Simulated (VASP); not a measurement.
# TlPbF3 (Pm-3m) in VASP: further runs

TlPbF3 is run at these levels: PBEsol; tasks: single point, relaxation of cell and atoms.

Everything below comes from runs of VASP 6.6.1. Logs are shortened: lines on timing, memory, paths and dates and some standing lists are left out, and cuts for length are marked.

### 1 The cell of the first run

Symmetry: Pm-3m, No. 221, cubic system. The conventional cell has a = 4.759 Å, b = 4.759 Å, c = 4.759 Å, α = 90.00°, β = 90.00°, γ = 90.00°. Within 4.4 Å of Tl (site symmetry m-3m) lie 12 F at 3.37 Å and 8 Pb at 4.12 Å. Pb (site symmetry m-3m) has 6 F at 2.38 Å within 3.1 Å. Within 3.1 Å of F (site symmetry 4/mmm) lie 2 Pb at 2.38 Å.

### 2 Single point, PBEsol

Contents of INCAR:

```
PREC = Accurate ; ENCUT = 520
EDIFF = 1E-6 ; ISMEAR = -1
SIGMA = 0.03 ; LREAL = False
LASPH = True ; NELM = 80
ALGO = Normal ; ISIF = 2
LWAVE = False ; LCHARG = False
GGA = PS ; NBANDS = 32
```

Contents of KPOINTS:

```
regular mesh
0
Gamma
  6 6 6
```

Contents of POSCAR:

```
TlPbF3
1.0
    4.7591822988      0.0000000000      0.0000000000
    0.0000000000      4.7591822988      0.0000000000
    0.0000000000      0.0000000000      4.7591822988
Tl Pb F
1 1 3
Direct
    0.0000000000      0.0000000000      0.0000000000
    0.5000000000      0.5000000000      0.5000000000
    0.5000000000      0.5000000000      0.0000000000
    0.5000000000      0.0000000000      0.5000000000
    0.0000000000      0.5000000000      0.5000000000
```

Potentials or basis: VASP PAW PBE potentials, release 64 (Tl_d, Pb_d, F).

Launch:

```sh
$ cat potpaw_PBE.64/Tl_d/POTCAR potpaw_PBE.64/Pb_d/POTCAR potpaw_PBE.64/F/POTCAR > POTCAR
$ mpirun -np 1 vasp_std > vasp.out
```

OUTCAR:

```text
PREC = Accurate
   ENCUT = 520
   EDIFF = 1E-6
   ISMEAR = -1
   LREAL = False
   LASPH = True
   NELM = 80
   ISIF = 2
   GGA = PS

 ion  position               nearest neighbor table
   1  0.000  0.000  0.000-   2 4.12   2 4.12   2 4.12   2 4.12   2 4.12   2 4.12   2 4.12   2 4.12

   2  0.500  0.500  0.500-   3 2.38   4 2.38   5 2.38   3 2.38   4 2.38   5 2.38   1 4.12   1 4.12
                             1 4.12   1 4.12   1 4.12   1 4.12   1 4.12   1 4.12
   3  0.500  0.500  0.000-   2 2.38   2 2.38
   4  0.500  0.000  0.500-   2 2.38   2 2.38
   5  0.000  0.500  0.500-   2 2.38   2 2.38

  LATTYP: Found a simple cubic cell.
 ALAT       =     4.7591822988

  Lattice vectors:

 A1 = (   4.7591822988,   0.0000000000,   0.0000000000)
 A2 = (   0.0000000000,   4.7591822988,   0.0000000000)
 A3 = (   0.0000000000,   0.0000000000,   4.7591822988)

Analysis of symmetry for initial positions (statically):
=====================================================================
 Subroutine PRICEL returns:
 Original cell was already a primitive cell.

 Routine SETGRP: Setting up the symmetry group for a
 simple cubic supercell.

 Subroutine GETGRP returns: Found 48 space group operations
 (whereof 48 operations were pure point group operations)
 out of a pool of 48 trial point group operations.

The static configuration has the point symmetry O_h .

Analysis of symmetry for dynamics (positions and initial velocities):
=====================================================================
 Subroutine PRICEL returns:
 Original cell was already a primitive cell.

 Routine SETGRP: Setting up the symmetry group for a
 simple cubic supercell.

 Subroutine GETGRP returns: Found 48 space group operations
 (whereof 48 operations were pure point group operations)
 out of a pool of 48 trial point group operations.

The dynamic configuration has the point symmetry O_h .

 Subroutine INISYM returns: Found 48 space group operations
 (whereof 48 operations are pure point group operations),
 and found     1 'primitive' translations

----------------------------------------------------------------------------------------

                                     Primitive cell

  volume of cell :     107.7946

  direct lattice vectors                    reciprocal lattice vectors
[... 86 lines left out ...]
   ENCUT  =  520.0 eV  38.22 Ry    6.18 a.u.   8.85  8.85  8.85*2*pi/ulx,y,z
   NELM   =     80;   NELMIN=  2; NELMDL= -5     # of ELM steps
   EDIFF  = 0.1E-05   stopping-criterion for ELM
   LREAL  =      F    real-space projection
   EDIFFG = 0.1E-04   stopping-criterion for IOM
   NSW    =      0    number of steps for IOM
   IBRION =     -1    ionic relax: 0-MD 1-quasi-New 2-CG
   NFREE  =      0    steps in history (QN), initial steepest desc. (CG)
   ISIF   =      2    stress and relaxation
   ISYM   =      2    0-nonsym 1-usesym 2-fastsym
   POTIM  = 0.5000    time-step for ionic-motion
   TEBEG  =    0.0;   TEEND  =   0.0 temperature during run
   PSTRESS=    0.0 pullay stress
   NELECT =      48.0000    total number of electrons
   NUPDOWN=      -1.0000    fix difference up-down
   EMIN   =  10.00;   EMAX   =-10.00  energy-range for DOS
   EFERMI =   0.00;   METHOD = LEGACY
   ISMEAR =    -1;   SIGMA  =   0.03  broadening in eV -4-tet -1-fermi 0-gaus
   EFERMI_NEDOS =   21; number of points for ismear=-14 and -15
   IALGO  =     38    algorithm
   IMIX   =      4    mixing-type and parameters
     AMIX     =   0.40;   BMIX     =  1.00
     AMIX_MAG =   1.60;   BMIX_MAG =  1.00
  volume/ion in A,a.u.               =      21.56       145.49
  Fermi-wavevector in a.u.,A,eV,Ry     =   1.250133  2.362409 21.263629  1.562833
  Thomas-Fermi vector in A             =   2.384141
   LORBIT       =      0    0 simple, 1 ext, 2 COOP (PROOUT), +10 PAW based schemes
   GGA     = PS    functional components
   LHFCALC =     F    Hartree Fock is set to
   AEXX    =    0.0000 exact exchange contribution
   IVDW    =     0    specifies the selected vdW correction
   LEPSILON=     F    determine dielectric tensor
   LRPA    =     F    only Hartree local field effects (RPA)
 non-spin polarized calculation
  energy-cutoff  :      520.00
  volume of cell :      107.79
 maximum number of plane-waves:      2945
 NGX is ok and might be reduce to    36
   NGX = 17   NGY = 17   NGZ = 17

 number of electron      47.9999968 magnetization

 Free energy of the ion-electron system (eV)
  ---------------------------------------------------
  ext. energy  EPLUGINS =         0.00000000
  ---------------------------------------------------
  free energy    TOTEN  =       -22.28458208 eV

  energy without entropy =      -22.28458208  energy(sigma->0) =      -22.28458208

 E-fermi :   3.6102     XC(G=0):  -8.9543

 val. band max:        2.9890345098   @ k =   0.5000   0.5000   0.5000
 cond. band min:       4.4679485521   @ k =   0.5000   0.5000   0.0000
 fundamental gap:      1.4789140422
 Fermi energy:         3.6102325447

 k-point     1 :       0.0000    0.0000    0.0000
  band No.  band energies     occupation
      1     -19.8305      2.00000
      2     -19.6663      2.00000
      3     -19.6663      2.00000
      4     -13.0284      2.00000
      5     -13.0284      2.00000
      6     -13.0284      2.00000
[... 689 lines left out ...]
     31      14.8444      0.00000
     32      14.8444      0.00000

------------------------ aborting loop because EDIFF is reached ----------------------------------------

  FORCE on cell =-STRESS in cart. coord.  units (eV):
  Direction    XX          YY          ZZ          XY          YZ          ZX
  --------------------------------------------------------------------------------------
  -------------------------------------------------------------------------------------
  Total       -0.0866285     -0.0866285     -0.0866285     -0.0000000      0.0000000      0.0000000
  in kB       -1.2875804     -1.2875804     -1.2875804     -0.0000000      0.0000000      0.0000000
  external PRESSURE =      -1.2875804 kB  Pullay stress =       0.0000000 kB

 VOLUME and BASIS-vectors are now :
 -----------------------------------------------------------------------------
  energy-cutoff  :      520.00
  volume of cell :      107.79
      direct lattice vectors                 reciprocal lattice vectors
     4.759182299  0.000000000  0.000000000     0.210120129  0.000000000  0.000000000
     0.000000000  4.759182299  0.000000000     0.000000000  0.210120129  0.000000000
     0.000000000  0.000000000  4.759182299     0.000000000  0.000000000  0.210120129

 POSITION                                       TOTAL-FORCE (eV/Angst)
 -----------------------------------------------------------------------------------
      0.00000      0.00000      0.00000         0.000000      0.000000      0.000000
      2.37959      2.37959      2.37959         0.000000      0.000000      0.000000
      2.37959      2.37959      0.00000         0.000000      0.000000      0.000000
      2.37959      0.00000      2.37959         0.000000      0.000000      0.000000
      0.00000      2.37959      2.37959         0.000000      0.000000      0.000000
 -----------------------------------------------------------------------------------
    total drift:                                0.000000      0.000000      0.000000

  FREE ENERGIE OF THE ION-ELECTRON SYSTEM (eV)
  ---------------------------------------------------
  free  energy   TOTEN  =       -22.2845820847 eV

  energy  without entropy=      -22.2845820847  energy(sigma->0) =      -22.28458208
```

OSZICAR:

```text
N       E                     dE             d eps       ncg     rms          rms(c)
DAV:   1     0.484764473622E+03    0.48476E+03   -0.24336E+04  1280   0.154E+03
DAV:   2     0.241608847911E+02   -0.46060E+03   -0.42476E+03  1416   0.423E+02
DAV:   3    -0.238881691050E+02   -0.48049E+02   -0.47266E+02  1552   0.144E+02
DAV:   4    -0.253036915722E+02   -0.14155E+01   -0.14147E+01  1424   0.269E+01
DAV:   5    -0.253562161847E+02   -0.52525E-01   -0.52517E-01  1744   0.535E+00    0.925E+00
DAV:   6    -0.224562764694E+02    0.28999E+01   -0.97336E+00  1680   0.230E+01    0.366E+00
DAV:   7    -0.223608998623E+02    0.95377E-01   -0.68690E-01  1376   0.466E+00    0.200E+00
DAV:   8    -0.222843140221E+02    0.76586E-01   -0.19312E-01  1456   0.384E+00    0.544E-01
DAV:   9    -0.222834842689E+02    0.82975E-03   -0.30981E-02  1560   0.100E+00    0.178E-01
DAV:  10    -0.222845657970E+02   -0.10815E-02   -0.21954E-03  1400   0.379E-01    0.707E-02
DAV:  11    -0.222845644478E+02    0.13492E-05   -0.22665E-04  1616   0.113E-01    0.381E-02
DAV:  12    -0.222845805857E+02   -0.16138E-04   -0.12504E-04  1384   0.624E-02    0.813E-03
DAV:  13    -0.222845823115E+02   -0.17258E-05   -0.10242E-05  1680   0.238E-02    0.452E-03
DAV:  14    -0.222845820847E+02    0.22687E-06   -0.10347E-06   936   0.767E-03
   1 F= -.22284582E+02 E0= -.22284582E+02  d E =-.615012E-11
```

stdout:

```text
POSCAR found type information on POSCAR TlPbF
 POSCAR found :  3 types and       5 ions
 scaLAPACK will be used
 -----------------------------------------------------------------------------
|                                                                             |
|                                                                             |
|     You enforced a specific xc type in the INCAR file but a different       |
|     I HOPE YOU KNOW WHAT YOU ARE DOING!                                     |
|                                                                             |
 -----------------------------------------------------------------------------

 LDA part: xc-table for (Slater+PW92), standard interpolation
 POSCAR, INCAR and KPOINTS ok, starting setup
 FFT: planning ... GRIDC
 FFT: planning ... GRID_SOFT
 FFT: planning ... GRID
 WAVECAR not read
 entering main loop
```

Run time: 74 s. Hardware: 1 thread of Intel Xeon 8259CL, shared host; peak memory 0.24 GiB.

Results:

| Quantity | Value |
| --- | --- |
| Free energy | -22.2846 eV |
| Pressure | -0.1 GPa |
| Band gap on the k mesh | 1.48 eV (least direct gap 2.46 eV) |

Caveat: the PAW data sets were made with another functional, which shifts forces and pressure a little; spin-orbit coupling is left out, which moves the levels of the heavy elements. A k mesh can miss the band edges.

### 3 Relaxation of cell and atoms, PBEsol

This run uses another cell than the first one, of 11.92 Å³/atom.

Contents of INCAR:

```
ALGO     = Normal         # electronic algorithm
EDIFF    = 1E-7           # SCF threshold, eV
EDIFFG   = -0.01          # ionic threshold
ENCUT    = 600            # plane-wave cutoff, eV
GGA      = PS             # functional
IBRION   = 2              # ionic algorithm
ISIF     = 3              # what is computed and relaxed
ISMEAR   = -1             # smearing method
LASPH    = T              # aspherical terms in the spheres
LCHARG   = F              # write CHGCAR
LREAL    = F              # projectors in reciprocal space
LWAVE    = F              # write WAVECAR
NELM     = 80             # most SCF steps
NSW      = 100            # ionic steps
PREC     = Accurate       # precision mode
SIGMA    = 0.03           # smearing width, eV
```

Contents of KPOINTS:

```
k-points
0
Gamma
  6 6 6
```

Edit POSCAR of step 2 so:

```diff
@@ -2,5 +2,5 @@
 1.0
-    4.7591822988      0.0000000000      0.0000000000
-    0.0000000000      4.7591822988      0.0000000000
-    0.0000000000      0.0000000000      4.7591822988
+    3.9056177000      0.0000000000      0.0000000000
+    0.0000000000      3.9056177000      0.0000000000
+    0.0000000000      0.0000000000      3.9056177000
 Tl Pb F
```

Potentials or basis: VASP PAW PBE potentials, release 64 (Tl_d, Pb_d, F).

Launch:

```sh
$ cat potpaw_PBE.64/Tl_d/POTCAR potpaw_PBE.64/Pb_d/POTCAR potpaw_PBE.64/F/POTCAR > POTCAR
$ mpirun -np 1 vasp_std > vasp.out
```

Wall time 5.8 min (1 thread of Intel Xeon 8259CL, shared host); peak memory 0.21 GiB.

The run converged. Its results:

* Free energy: -21.9467 eV
* Relaxed volume: 20.28 Å³/atom
* Relaxed cell: a = 4.663 Å, b = 4.663 Å, c = 4.663 Å, α = 90.00°, β = 90.00°, γ = 90.00°
* Space group after relaxing (to 0.1 Å): Pm-3m (No. 221)
* Energy gained by relaxing: 1733.2 meV/atom
* Ionic steps: 20
* Pressure after relaxing: 0.0 GPa
* Band gap on the k mesh: 1.13 eV (least direct gap 2.21 eV)

The path:
```tsv
step	energy change (eV)	largest force (eV/Å)	pressure (GPa)	volume (Å³)
1	0.0000	0.0000	100.77	59.58
2	-4.4236	0.0000	-24.44	150.37
3	-8.6656	0.0000	-0.39	101.88
4	-8.6655	0.0000	0.41	100.88
5	-8.6655	0.0000	0.41	100.89
6	-8.6656	0.0000	0.39	100.90
7	-8.6656	0.0000	0.40	100.90
8	-8.6656	0.0000	0.40	100.90
9	-8.6656	0.0000	0.40	100.90
10	-8.6656	0.0000	0.40	100.90
11	-8.6656	0.0000	0.40	100.90
12	-8.6656	0.0000	0.40	100.91
13	-8.6656	0.0000	0.39	100.91
14	-8.6656	0.0000	0.38	100.92
15	-8.6657	0.0000	0.36	100.94
16	-8.6657	0.0000	0.33	100.98
17	-8.6659	0.0000	0.26	101.06
18	-8.6661	0.0000	0.13	101.23
19	-8.6661	0.0000	-0.13	101.55
20	-8.6662	0.0000	0.00	101.39
```

Final structure:
```
CELL_PARAMETERS angstrom
4.66297 0.00000 0.00000
0.00000 4.66297 0.00000
0.00000 0.00000 4.66297
ATOMIC_POSITIONS crystal
Tl 0.00000 0.00000 0.00000
Pb 0.50000 0.50000 0.50000
F 0.50000 0.50000 0.00000
F 0.50000 0.00000 0.50000
F 0.00000 0.50000 0.50000
```

Levels at points of the mesh, in eV from the valence-band top:
```
           k point  band 20  band 21  band 22  band 23  band 24  band 25  band 26  band 27  band 28
(0.00, 0.00, 0.00)    -4.71    -4.71    -4.61    -4.61    -4.61     3.38     3.38     3.38     6.93
(0.50, 0.00, 0.00)    -4.65    -4.60    -4.60    -3.92    -2.40     1.35     3.35     3.35     4.19
(0.50, 0.50, 0.00)    -4.64    -4.47    -4.27    -3.99    -1.08     1.13     1.13     3.18     5.30
(0.50, 0.50, 0.50)    -4.47    -4.27    -4.27    -4.27     0.00     2.47     2.47     2.47     2.91
```

Caveat: the volume moved by over 15 % at a fixed basis, so the end points are rough; the PAW data sets were made with another functional, which shifts forces and pressure a little; spin-orbit coupling is left out, which moves the levels of the heavy elements. A k mesh can miss the band edges.
